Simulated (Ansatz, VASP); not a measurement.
## Nb: VASP beside Ansatz

Contents of INCAR:

```
PREC = Accurate ; ENCUT = 520
EDIFF = 1E-6 ; ISMEAR = -1
SIGMA = 0.1 ; LREAL = F
LASPH = T ; NELM = 80
ALGO = Normal ; ISIF = 2
LWAVE = F ; LCHARG = T
GGA = PS ; LELF = T
LVHAR = T ; NBANDS = 12
```

File KPOINTS:

```
Automatic mesh
0
Gamma
  16 16 16
```

File POSCAR:

```
Nb
1.0
   -1.3799263129      1.3799263129      1.3799263129
    1.3799263129     -1.3799263129      1.3799263129
    1.3799263129      1.3799263129     -1.3799263129
Nb
1
Direct
    0.0000000000      0.0000000000      0.0000000000
```

Input for Ansatz:

```yaml
crystal:
  lattice:
    - [-1.3799263129, 1.3799263129, 1.3799263129]
    - [1.3799263129, -1.3799263129, 1.3799263129]
    - [1.3799263129, 1.3799263129, -1.3799263129]
  atoms:
    - { symbol: Nb, position: [0.0, 0.0, 0.0] }
kpoints:
  mp_grid: { grid: [16, 16, 16] }
scf:
  occupations: { method: fermi_dirac, width: 0.1 }
hamiltonian:
  xc: pbesol
  pseudopotentials: { kind: all_electron, lapw: { basis_error: 0.001 } }
output:
  forces: true
  stress: true
  eigenvalues: true
  populations: true
```

Change from the starting cell: volume scaled by 0.6, LAPW.

Alike in both runs: task single point; functional PBEsol; k mesh 16 × 16 × 16; occupations fermi-dirac, width 0.1 eV; no spin polarisation.

|  | VASP | Ansatz |
| --- | --- | --- |
| version | VASP 6.6.1 | Ansatz 0.2.0 |
| potentials or method | VASP PAW PBE potentials, release 64 (Nb_sv), cutoff 520 eV | all-electron LAPW, scalar-relativistic |

|  | VASP | Ansatz | Ansatz less VASP |
| --- | --- | --- | --- |
| pressure (GPa) | 239.3 | 238.6 | -0.73 |

VASP's potentials were made for PBE, not for PBEsol. Both programs put the cell under a high pressure, so it lies far from rest at this level. Ansatz ran all-electron here, and VASP with PAW potentials.

Noted on VASP's run: the cell as given lies far from equilibrium.
